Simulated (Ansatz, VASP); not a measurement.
## BN: VASP beside Ansatz

```
CELL_PARAMETERS angstrom
2.51200 0.00000 0.00000
-1.25600 2.17546 0.00000
0.00000 0.00000 26.00000
ATOMIC_POSITIONS crystal
B 0.00000 0.00000 0.50550
N 0.66667 0.33333 0.49450
```

Alike in both runs: task single point; functional PBE; dispersion D3(BJ); k mesh 12 × 12 × 1; occupations gaussian, width 0.02 eV; no spin polarisation.

|  | VASP | Ansatz |
| --- | --- | --- |
| version | VASP 6.6.1 | Ansatz 0.2.0 |
| potentials or method | VASP PAW PBE potentials, release 64 (B, N), cutoff 520 eV | scalar-relativistic, plane waves, PAW |
| valence electrons in the cell | 8 | 8 |

```csv
,VASP,Ansatz,Ansatz less VASP
gap on the k mesh at the Fermi level (eV),3.67,3.68,+0.008
least direct gap on the mesh (eV),4.22,4.23,+0.005
rms of the force components (eV/Å),2.391,2.388,-0.0028
```

Atom by atom the forces differ by 0.003 eV/Å (rms over components).
